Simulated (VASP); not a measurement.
Crystal: Ta2C.

```
Ta C
1.0
     3.10590    0.00000    0.00000
    -1.55295    2.68979    0.00000
     0.00000    0.00000    4.94640
Ta C
2 1
Direct
  0.33333 0.66667 0.25201
  0.66667 0.33333 0.74799
  0.00000 0.00000 0.00000
```

* Program: VASP 6.6.1
* Task: relaxation of cell and atoms
* Functional: PBEsol
* Dispersion: D3(BJ)
* Potentials or basis: VASP PAW PBE potentials, release 64 (Ta_pv, C)
* Cutoff: 600 eV
* k mesh: 10 × 10 × 6
* Occupations: methfessel-paxton, width 0.15 eV
* Spin: no spin polarisation

At the start: pressure -8.9 GPa; volume 13.77 Å³/atom.

Q: How do energy, volume and symmetry change on relaxing?

A: Over 10 steps the energy falls by 13.3 meV/atom and the volume is 13.32 Å³/atom (-3.3 %); space group P-3m1 (No. 164, to 0.05 Å).

Step by step:
```tsv
step	energy change (eV)	largest force (eV/Å)	pressure (GPa)	volume (Å³)
1	0.0000	0.0462	-8.90	41.32
2	0.2308	1.1581	29.40	36.91
3	-0.0364	0.3140	-0.28	40.09
4	-0.0364	0.3231	0.02	40.05
5	-0.0395	0.0971	0.07	39.92
6	-0.0398	0.0007	0.07	39.95
7	-0.0398	0.0045	-0.12	39.98
8	-0.0398	0.0033	-0.08	39.97
9	-0.0398	0.0066	0.09	39.95
10	-0.0398	0.0012	0.02	39.96
```

Final structure:
```yaml
crystal:
  lattice:
    - [3.07418, 0.00000, 0.00000]
    - [-1.53709, 2.66232, 0.00000]
    - [0.00000, 0.00000, 4.88235]
  atoms:
    - { symbol: Ta, position: [0.33333, 0.66667, 0.25423] }
    - { symbol: Ta, position: [0.66667, 0.33333, 0.74577] }
    - { symbol: C, position: [0.00000, 0.00000, 0.00000] }
```

Caveat: the PAW data sets were made with another functional, which shifts forces and pressure a little; pairwise dispersion overbinds metals, which lowers pressure and volume.
